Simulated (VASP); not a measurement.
# CO2 (Pa-3) in VASP: a series of runs

Runs on CO2. Level: PBE+D3(BJ). Tasks: single point, relaxation of cell and atoms.

Everything below comes from runs of VASP 6.6.1. Logs are shortened: lines on timing, memory, paths and dates and some standing lists are left out, and cuts for length are marked.

## 1. The cell of the first run

Symmetry: Pa-3, No. 205, cubic system. The conventional cell has a = 5.430 Å, b = 5.430 Å, c = 5.430 Å, α = 90.00°, β = 90.00°, γ = 90.00°. C (site symmetry -3) has 2 O at 1.17 Å within 1.6 Å. O (site symmetry 3) has 1 C at 1.17 Å within 1.6 Å.

## 2. Single point, PBE+D3(BJ)

INCAR

```
SYSTEM = CO2
ALGO = Normal
EDIFF = 1E-6
ENCUT = 520
GGA = PE
ISIF = 2
ISMEAR = 0
IVDW = 12
LASPH = .True.
LCHARG = .False.
LREAL = .False.
LWAVE = .False.
NBANDS = 44
NELM = 60
PREC = Accurate
SIGMA = 0.02
```

KPOINTS

```
k-points
0
Gamma
  4 4 4
  0 0 0
```

POSCAR

```
CO2
1.0
    5.4298801064      0.0000000000      0.0000000000
    0.0000000000      5.4298801064      0.0000000000
    0.0000000000      0.0000000000      5.4298801064
C O
4 8
Direct
    0.0000000000      0.0000000000      0.0000000000
    0.5000000000      0.0000000000      0.5000000000
    0.5000000000      0.5000000000      0.0000000000
    0.0000000000      0.5000000000      0.5000000000
    0.1241223292      0.1241223292      0.1241223292
    0.3758776708      0.8758776708      0.6241223292
    0.6241223292      0.3758776708      0.8758776708
    0.8758776708      0.6241223292      0.3758776708
    0.8758776708      0.8758776708      0.8758776708
    0.6241223292      0.1241223292      0.3758776708
    0.3758776708      0.6241223292      0.1241223292
    0.1241223292      0.3758776708      0.6241223292
```

Potentials or basis: VASP PAW PBE potentials, release 64 (C, O).

Run with:

```console
$ cat potpaw_PBE.64/C/POTCAR potpaw_PBE.64/O/POTCAR > POTCAR
$ mpirun -np 1 vasp_std > vasp.out
```

OUTCAR:

```text
SYSTEM = CO2
   EDIFF = 1E-6
   ENCUT = 520
   GGA = PE
   ISIF = 2
   ISMEAR = 0
   IVDW = 12
   LASPH = .True.
   LREAL = .False.
   NELM = 60
   PREC = Accurate
 IVDW          = 12

 ion  position               nearest neighbor table
   1  0.000  0.000  0.000-   5 1.17   9 1.17
   2  0.500  0.000  0.500-   6 1.17  10 1.17
   3  0.500  0.500  0.000-   7 1.17  11 1.17
   4  0.000  0.500  0.500-   8 1.17  12 1.17
   5  0.124  0.124  0.124-   1 1.17
   6  0.376  0.876  0.624-   2 1.17
   7  0.624  0.376  0.876-   3 1.17
   8  0.876  0.624  0.376-   4 1.17
   9  0.876  0.876  0.876-   1 1.17
  10  0.624  0.124  0.376-   2 1.17
  11  0.376  0.624  0.124-   3 1.17
  12  0.124  0.376  0.624-   4 1.17

  LATTYP: Found a simple cubic cell.
 ALAT       =     5.4298801064

  Lattice vectors:

 A1 = (   5.4298801064,   0.0000000000,   0.0000000000)
 A2 = (   0.0000000000,   5.4298801064,   0.0000000000)
 A3 = (   0.0000000000,   0.0000000000,   5.4298801064)

Analysis of symmetry for initial positions (statically):
=====================================================================
 Subroutine PRICEL returns:
 Original cell was already a primitive cell.

 Routine SETGRP: Setting up the symmetry group for a
 simple cubic supercell.

 Subroutine GETGRP returns: Found 24 space group operations
 (whereof  6 operations were pure point group operations)
 out of a pool of 48 trial point group operations.

The static configuration has the point symmetry S_6 .
 The point group associated with its full space group is T_h .

Analysis of symmetry for dynamics (positions and initial velocities):
=====================================================================
 Subroutine PRICEL returns:
 Original cell was already a primitive cell.

 Routine SETGRP: Setting up the symmetry group for a
 simple cubic supercell.

 Subroutine GETGRP returns: Found 24 space group operations
 (whereof  6 operations were pure point group operations)
 out of a pool of 48 trial point group operations.

The dynamic configuration has the point symmetry S_6 .
 The point group associated with its full space group is T_h .

 Subroutine INISYM returns: Found 24 space group operations
 (whereof  6 operations are pure point group operations),
 and found     1 'primitive' translations

----------------------------------------------------------------------------------------

                                     Primitive cell

  volume of cell :     160.0924

  direct lattice vectors                    reciprocal lattice vectors
     5.429880106  0.000000000  0.000000000     0.184166129  0.000000000  0.000000000
     0.000000000  5.429880106  0.000000000     0.000000000  0.184166129  0.000000000
     0.000000000  0.000000000  5.429880106     0.000000000  0.000000000  0.184166129

  length of vectors
     5.429880106  5.429880106  5.429880106     0.184166129  0.184166129  0.184166129

  position of ions in fractional coordinates (direct lattice)
     0.000000000  0.000000000  0.000000000
     0.500000000  0.000000000  0.500000000
     0.500000000  0.500000000  0.000000000
     0.000000000  0.500000000  0.500000000
     0.124122329  0.124122329  0.124122329
     0.375877671  0.875877671  0.624122329
     0.624122329  0.375877671  0.875877671
     0.875877671  0.624122329  0.375877671
     0.875877671  0.875877671  0.875877671
     0.624122329  0.124122329  0.375877671
     0.375877671  0.624122329  0.124122329
     0.124122329  0.375877671  0.624122329

  ion indices of the primitive-cell ions
   primitive index   ion index
                 1           1
                 2           2
                 3           3
                 4           4
                 5           5
                 6           6
                 7           7
                 8           8
                 9           9
                10          10
                11          11
                12          12

----------------------------------------------------------------------------------------

 KPOINTS: k-points

Automatic generation of k-mesh.
 Grid dimensions read from file:
 generate k-points for:    4    4    4

 Generating k-lattice:

  Cartesian coordinates                     Fractional coordinates (reciprocal lattice)
     0.046041532  0.000000000  0.000000000     0.250000000  0.000000000  0.000000000
     0.000000000  0.046041532  0.000000000     0.000000000  0.250000000  0.000000000
     0.000000000  0.000000000  0.046041532     0.000000000  0.000000000  0.250000000

  Length of vectors
     0.046041532  0.046041532  0.046041532

  Shift w.r.t. Gamma in fractional coordinates (k-lattice)
     0.000000000  0.000000000  0.000000000

 Subroutine IBZKPT returns following result:
 ===========================================

 Found     11 irreducible k-points:

 Following reciprocal coordinates:
            Coordinates               Weight
  0.000000  0.000000  0.000000      1.000000
  0.250000  0.000000  0.000000      6.000000
  0.500000  0.000000  0.000000      3.000000
  0.250000  0.250000  0.000000     12.000000
  0.500000  0.250000  0.000000      6.000000
 -0.250000  0.500000  0.000000      6.000000
  0.500000  0.500000  0.000000      3.000000
  0.250000  0.250000  0.250000      8.000000
  0.500000  0.250000  0.250000     12.000000
  0.500000  0.500000  0.250000      6.000000
  0.500000  0.500000  0.500000      1.000000
   k-points           NKPTS =     11   k-points in BZ     NKDIM =     11   number of bands    NBANDS=     44
   number of dos      NEDOS =    301   number of ions     NIONS =     12
   total plane-waves  NPLWV =  64000
   dimension x,y,z NGX =    40 NGY =   40 NGZ =   40
   dimension x,y,z NGXF=    80 NGYF=   80 NGZF=   80
   ions per type =               4   8
   NGX,Y,Z   is equivalent  to a cutoff of  12.25, 12.25, 12.25 a.u.
   NGXF,Y,Z  is equivalent  to a cutoff of  24.49, 24.49, 24.49 a.u.
 SYSTEM =  CO2
   PREC   = accura    normal or accurate (medium, high low for compatibility)
   ISTART =      0    job   : 0-new  1-cont  2-samecut
   ICHARG =      2    charge: 1-file 2-atom 10-const
   ISPIN  =      1    spin polarized calculation?
   LNONCOLLINEAR =      F non collinear calculations
   LSORBIT =      F    spin-orbit coupling
   LASPH  =      T    aspherical Exc in radial PAW
   ENCUT  =  520.0 eV  38.22 Ry    6.18 a.u.  10.10 10.10 10.10*2*pi/ulx,y,z
   NELM   =     60;   NELMIN=  2; NELMDL= -5     # of ELM steps
   EDIFF  = 0.1E-05   stopping-criterion for ELM
   LREAL  =      F    real-space projection
   EDIFFG = 0.1E-04   stopping-criterion for IOM
   NSW    =      0    number of steps for IOM
   IBRION =     -1    ionic relax: 0-MD 1-quasi-New 2-CG
   NFREE  =      0    steps in history (QN), initial steepest desc. (CG)
   ISIF   =      2    stress and relaxation
   ISYM   =      2    0-nonsym 1-usesym 2-fastsym
   POTIM  = 0.5000    time-step for ionic-motion
   TEBEG  =    0.0;   TEEND  =   0.0 temperature during run
   PSTRESS=    0.0 pullay stress
   NELECT =      64.0000    total number of electrons
   NUPDOWN=      -1.0000    fix difference up-down
   EMIN   =  10.00;   EMAX   =-10.00  energy-range for DOS
   EFERMI =   0.00;   METHOD = LEGACY
   ISMEAR =     0;   SIGMA  =   0.02  broadening in eV -4-tet -1-fermi 0-gaus
   EFERMI_NEDOS =   21; number of points for ismear=-14 and -15
   IALGO  =     38    algorithm
   IMIX   =      4    mixing-type and parameters
     AMIX     =   0.40;   BMIX     =  1.00
     AMIX_MAG =   1.60;   BMIX_MAG =  1.00
  volume/ion in A,a.u.               =      13.34        90.03
  Fermi-wavevector in a.u.,A,eV,Ry     =   1.205992  2.278995 19.788555  1.454418
  Thomas-Fermi vector in A             =   2.341673
   LORBIT       =      0    0 simple, 1 ext, 2 COOP (PROOUT), +10 PAW based schemes
   GGA     = PE    functional components
   LHFCALC =     F    Hartree Fock is set to
   AEXX    =    0.0000 exact exchange contribution
   IVDW    =    12    specifies the selected vdW correction
   LEPSILON=     F    determine dielectric tensor
   LRPA    =     F    only Hartree local field effects (RPA)
 non-spin polarized calculation
 Gauss-broadening in eV      SIGMA  =   0.02
  energy-cutoff  :      520.00
  volume of cell :      160.09
 maximum number of plane-waves:      4337
   NGX = 21   NGY = 21   NGZ = 21

 number of electron      63.9999954 magnetization

 Free energy of the ion-electron system (eV)
  ---------------------------------------------------
  ext. energy  EPLUGINS =         0.00000000
  ---------------------------------------------------
  free energy    TOTEN  =       -91.90794257 eV

  energy without entropy =      -91.90794257  energy(sigma->0) =      -91.90794257

 E-fermi :  -2.8607     XC(G=0):  -8.3359

 val. band max:       -3.0217388959   @ k =   0.0000   0.0000   0.0000
 cond. band min:       3.8622797481   @ k =   0.0000   0.0000   0.0000
 fundamental gap:      6.8840186440
 Fermi energy:        -2.8606896263

 k-point     1 :       0.0000    0.0000    0.0000
  band No.  band energies     occupation
      1     -23.7754      2.00000
      2     -23.4768      2.00000
      3     -23.4768      2.00000
      4     -23.4768      2.00000
      5     -22.5760      2.00000
      6     -22.5760      2.00000
[... 36 lines left out ...]
     43       8.0910      0.00000
     44       8.0910      0.00000

 k-point     2 :       0.2500    0.0000    0.0000
  band No.  band energies     occupation
      1     -23.7349      2.00000
      2     -23.5246      2.00000
      3     -23.4766      2.00000
      4     -23.4765      2.00000
      5     -22.5729      2.00000
      6     -22.5722      2.00000
[... 415 lines left out ...]
 k-point    11 :       0.5000    0.5000    0.5000
  band No.  band energies     occupation
      1     -23.5507      2.00000
      2     -23.5507      2.00000
      3     -23.5507      2.00000
      4     -23.5507      2.00000
      5     -22.5584      2.00000
      6     -22.5584      2.00000
[... 36 lines left out ...]
     43       6.8543      0.00000
     44       6.8543      0.00000

------------------------ aborting loop because EDIFF is reached ----------------------------------------

 Edisp (eV)   -0.94698

 E8    (eV) :    -0.2448

  FORCE on cell =-STRESS in cart. coord.  units (eV):
  Direction    XX          YY          ZZ          XY          YZ          ZX
  --------------------------------------------------------------------------------------
  -------------------------------------------------------------------------------------
  Total       3.39274     3.39274     3.39274    -0.00000     0.00000     0.00000
  in kB      33.95393    33.95393    33.95393    -0.00000     0.00000     0.00000
  external pressure =       33.95 kB  Pullay stress =        0.00 kB

 VOLUME and BASIS-vectors are now :
 -----------------------------------------------------------------------------
  energy-cutoff  :      520.00
  volume of cell :      160.09
      direct lattice vectors                 reciprocal lattice vectors
     5.429880106  0.000000000  0.000000000     0.184166129  0.000000000  0.000000000
     0.000000000  5.429880106  0.000000000     0.000000000  0.184166129  0.000000000
     0.000000000  0.000000000  5.429880106     0.000000000  0.000000000  0.184166129

 POSITION                                       TOTAL-FORCE (eV/Angst)
 -----------------------------------------------------------------------------------
      0.00000      0.00000      0.00000         0.000000     -0.000000     -0.000000
      2.71494      0.00000      2.71494         0.000000     -0.000000     -0.000000
      2.71494      2.71494      0.00000         0.000000     -0.000000     -0.000000
      0.00000      2.71494      2.71494         0.000000     -0.000000     -0.000000
      0.67397      0.67397      0.67397         0.369135      0.369135      0.369135
      2.04097      4.75591      3.38891        -0.369135     -0.369135      0.369135
      3.38891      2.04097      4.75591         0.369135     -0.369135     -0.369135
      4.75591      3.38891      2.04097        -0.369135      0.369135     -0.369135
      4.75591      4.75591      4.75591        -0.369135     -0.369135     -0.369135
      3.38891      0.67397      2.04097         0.369135      0.369135     -0.369135
      2.04097      3.38891      0.67397        -0.369135      0.369135      0.369135
      0.67397      2.04097      3.38891         0.369135     -0.369135      0.369135
 -----------------------------------------------------------------------------------
    total drift:                               -0.000000      0.000000      0.000000

  FREE ENERGIE OF THE ION-ELECTRON SYSTEM (eV)
  ---------------------------------------------------
  free  energy   TOTEN  =       -92.8549262265 eV

  energy  without entropy=      -92.8549262265  energy(sigma->0) =      -92.85492623
```

It took 77 s on 1 thread of Oxide Virtual Turin-like, shared host; peak memory 0.23 GiB.

What came out:

```
Free energy                : -92.8549 eV
Pressure                   : 3.4 GPa
Largest force              : 0.639 eV/Å
Band gap on the k mesh     : 6.88 eV, direct
Dispersion energy per atom : -0.079 eV
```

Forces on the atoms (eV/Å):
```
C    0.000  0.000  0.000
C    0.000  0.000  0.000
C    0.000  0.000  0.000
C    0.000  0.000  0.000
O    0.369  0.369  0.369
O   -0.369 -0.369  0.369
O    0.369 -0.369 -0.369
O   -0.369  0.369 -0.369
O   -0.369 -0.369 -0.369
O    0.369  0.369 -0.369
O   -0.369  0.369  0.369
O    0.369 -0.369  0.369
```

[end of part 1 of 3]
